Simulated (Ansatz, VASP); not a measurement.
TlPbF3: VASP beside Ansatz

Contents of INCAR:

```
ALGO     = Normal         # electronic algorithm
EDIFF    = 1E-7           # SCF threshold, eV
ENCUT    = 520            # plane-wave cutoff, eV
GGA      = PE             # functional
ISIF     = 2              # what is computed and relaxed
ISMEAR   = -1             # smearing method
LASPH    = T              # aspherical terms in the spheres
LCHARG   = T              # write CHGCAR
LELF     = T              # ELF
LREAL    = F              # projectors in reciprocal space
LVHAR    = T            
LWAVE    = F              # write WAVECAR
NBANDS   = 32             # bands
NELM     = 60             # most SCF steps
PREC     = Accurate       # precision mode
SIGMA    = 0.02           # smearing width, eV
```

KPOINTS

```
k-points
0
Gamma
  6 6 6
```

The input POSCAR:

```
TlPbF3
1.0
    4.9693183098      0.0000000000      0.0000000000
    0.0000000000      4.9693183098      0.0000000000
    0.0000000000      0.0000000000      4.9693183098
Tl Pb F
1 1 3
Direct
    0.0000000000      0.0000000000      0.0000000000
    0.5000000000      0.5000000000      0.5000000000
    0.5000000000      0.5000000000      0.0000000000
    0.5000000000      0.0000000000      0.5000000000
    0.0000000000      0.5000000000      0.5000000000
```

Input for Ansatz:

```yaml
crystal:
  lattice:
    - [4.9693183098, 0.0, 0.0]
    - [0.0, 4.9693183098, 0.0]
    - [0.0, 0.0, 4.9693183098]
  atoms:
    - { symbol: Tl, position: [0.0, 0.0, 0.0] }
    - { symbol: Pb, position: [0.5, 0.5, 0.5] }
    - { symbol: F, position: [0.5, 0.5, 0.0] }
    - { symbol: F, position: [0.5, 0.0, 0.5] }
    - { symbol: F, position: [0.0, 0.5, 0.5] }
kpoints:
  mp_grid: { grid: [6, 6, 6] }
  band_path:
    path: [[0.0, 0.0, 0.0], [0.0, 0.5, 0.0], [0.5, 0.5, 0.0], [0.5, 0.5, 0.5]]
    npoints: 1
hamiltonian:
  xc: pbe
scf:
  occupations: { method: fermi_dirac, width: 0.02 }
  n_extra_bands: 5
output:
  forces: true
  stress: true
  eigenvalues: true
```

Change from the starting cell: hydrostatic strain +4.0%.

Alike in both runs: task single point; functional PBE; k mesh 6 × 6 × 6; occupations fermi-dirac, width 0.02 eV; no spin polarisation.

|  | VASP | Ansatz |
| --- | --- | --- |
| version | VASP 6.6.1 | Ansatz 0.2.0 |
| potentials or method | VASP PAW PBE potentials, release 64 (Tl_d, Pb_d, F) | plane waves, PAW |
| plane-wave cutoff (eV) | 520 | 420 |
| valence electrons in the cell | 48 | 48 |

```csv
,VASP,Ansatz,Ansatz less VASP
gap on the k mesh at the Fermi level (eV),2.18,2.18,-0.003
pressure (GPa),-2.5,-2.4,+0.16
```

The functional is the same, so the differences come from potentials, cutoffs and numerics.

Spin-orbit coupling is off throughout.
